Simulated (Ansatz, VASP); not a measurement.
Two plane-wave programs on SnO2

```
CELL_PARAMETERS angstrom
-1.86900 1.86900 5.74804
1.86900 -1.86900 5.74804
1.86900 1.86900 -5.74804
ATOMIC_POSITIONS crystal
Sn 0.75000 0.25000 0.50000
Sn 0.00000 0.00000 0.00000
O 0.79700 0.79700 0.00000
O 0.95300 0.45300 0.50000
O 0.20300 0.20300 0.00000
O 0.54700 0.04700 0.50000
```

Alike in both runs: task single point; functional LDA; k mesh 10 × 10 × 10; occupations gaussian, width 0.05 eV; no spin polarisation.

|  | VASP | Ansatz |
| --- | --- | --- |
| version | VASP 6.6.1 | Ansatz 0.2.0 |
| potentials or method | VASP PAW LDA potentials, release 64 (Sn_d, O), cutoff 520 eV | scalar-relativistic, plane waves, PAW |
| valence electrons in the cell | 52 | 52 |

Ansatz gave:

- gap on the k mesh at the Fermi level (eV): 1.49
- least direct gap on the mesh (eV): 1.86
- pressure (GPa): 4.8
- traceless stress, the component that is largest in VASP (GPa): -17.63
- rms of the force components (eV/Å): 0.682

Question: Which values does VASP return?

Answer: gap on the k mesh at the Fermi level (eV): 1.52; least direct gap on the mesh (eV): 1.90; pressure (GPa): 5.6; traceless stress, the component that is largest in VASP (GPa): -18.19; rms of the force components (eV/Å): 0.695.

LDA's correlation is that of Perdew and Zunger in VASP and of Perdew and Wang (1992) in Ansatz. Atom by atom the forces differ by 0.013 eV/Å (rms over components).
